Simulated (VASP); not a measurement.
## Au: single point with r2SCAN

Au:

```
Au
1.0
     3.20987    0.00000    0.00000
     0.00000    3.31255    0.00000
     0.00000    0.00000    3.31255
Au
2
Direct
  0.00000 0.00000 0.00000
  0.50000 0.50000 0.50000
```

This cell differs from its parent crystal: uniaxial strain along a: -2.0 %, then relaxed in part.

* Program: VASP 6.6.1
* Task: single point
* Functional: r2SCAN
* Potentials or basis: VASP PAW PBE potentials, release 64 (Au)
* Cutoff: 520 eV
* k mesh: 16 × 16 × 16
* Occupations: gaussian, width 0.1 eV
* Spin: no spin polarisation

| Quantity | Value |
| --- | --- |
| Pressure | 0.2 GPa |
| Band gap on the k mesh | zero (bands 11 and 12 overlap by 5.33 eV) |

Stress tensor (GPa, compression positive):
```
0.13 0.00 0.00
0.00 0.29 0.00
0.00 0.00 0.29
```

Levels at points of the mesh, in eV from the Fermi level:
| k point | band 7 | band 8 | band 9 | band 10 | band 11 | band 12 | band 13 | band 14 | band 15 | band 16 |
| --- | --- | --- | --- | --- | --- | --- | --- | --- | --- | --- |
| (0.00, 0.00, 0.00) | -3.24 | -3.00 | -1.98 | -1.98 | -1.91 | 6.28 | 6.28 | 7.23 | 9.67 | 16.02 |
| (0.50, 0.00, 0.00) | -4.41 | -4.41 | -3.64 | -3.64 | -1.83 | -1.83 | 12.78 | 12.78 | 14.04 | 14.04 |
| (0.00, 0.50, 0.00) | -4.23 | -4.23 | -3.57 | -3.57 | -2.22 | -2.22 | 13.18 | 13.18 | 13.70 | 13.70 |
| (0.50, 0.50, 0.00) | -2.85 | -2.85 | -1.58 | -1.58 | -0.29 | -0.29 | 3.57 | 3.57 | 12.90 | 12.90 |
| (0.00, 0.50, 0.50) | -3.01 | -3.01 | -1.62 | -1.62 | -0.47 | -0.47 | 3.30 | 3.30 | 13.37 | 13.37 |
| (0.50, 0.50, 0.50) | -2.96 | -2.96 | -2.83 | -2.83 | 2.92 | 2.92 | 7.23 | 7.23 | 7.53 | 7.53 |

Run time: 9.8 min on 1 thread of Intel Xeon 8259CL (shared host), peak memory 0.33 GiB.

Caveat: the cell differs from its parent crystal (uniaxial strain along a: -2.0 %, then relaxed in part); the PAW data sets were made with another functional, which shifts forces and pressure a little; spin-orbit coupling is left out, which moves the levels of the heavy elements.
